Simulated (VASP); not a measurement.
Input of a VASP 6.6.1 run:

INCAR

```
SYSTEM = Ta3N
ALGO = Normal
EDIFF = 1E-6
ENCUT = 520
GGA = PS
ISIF = 2
ISMEAR = 0
LASPH = .True.
LCHARG = .False.
LREAL = .False.
LWAVE = .False.
NBANDS = 27
NELM = 100
PREC = Accurate
SIGMA = 0.15
```

File KPOINTS:

```
k-points
0
Gamma
  18 18 8
  0 0 0
```

Contents of POSCAR:

```
Ta3N
1.0
    3.2405449511      0.0000000000      0.0000000000
   -1.6202724756      2.8063942498      0.0000000000
    0.0000000000      0.0000000000      8.0459191266
Ta N
3 1
Direct
    0.0000000000      0.0000000000      0.5000000000
    0.3333333333      0.6666666667      0.1725859884
    0.6666666667      0.3333333333      0.8274140116
    0.0000000000      0.0000000000      0.0000000000
```

Potentials or basis: VASP PAW PBE potentials, release 64 (Ta_pv, N).

The run is started by

```sh
$ cat potpaw_PBE.64/Ta_pv/POTCAR potpaw_PBE.64/N/POTCAR > POTCAR
$ mpirun -np 1 vasp_std > vasp.out
```

Task: Predict the largest force.

Result: 1.089 eV/Å.

Task: What does it give for the band gap on the k mesh?

Result: Zero (bands 19 and 20 overlap by 0.50 eV).

Task: What does it give for the pressure?

Result: -37.6 GPa.

Forces on the atoms (eV/Å):
```
Ta   0.000  0.000  0.000
Ta   0.000  0.000 -1.089
Ta   0.000  0.000  1.089
N    0.000  0.000  0.000
```

Caveat: the cell differs from its parent crystal (strain +0.080 along x and y, +0.080 along z); the cell stands under tension; the PAW data sets were made with another functional, which shifts forces and pressure a little; spin-orbit coupling is left out, which moves the levels of the heavy elements.
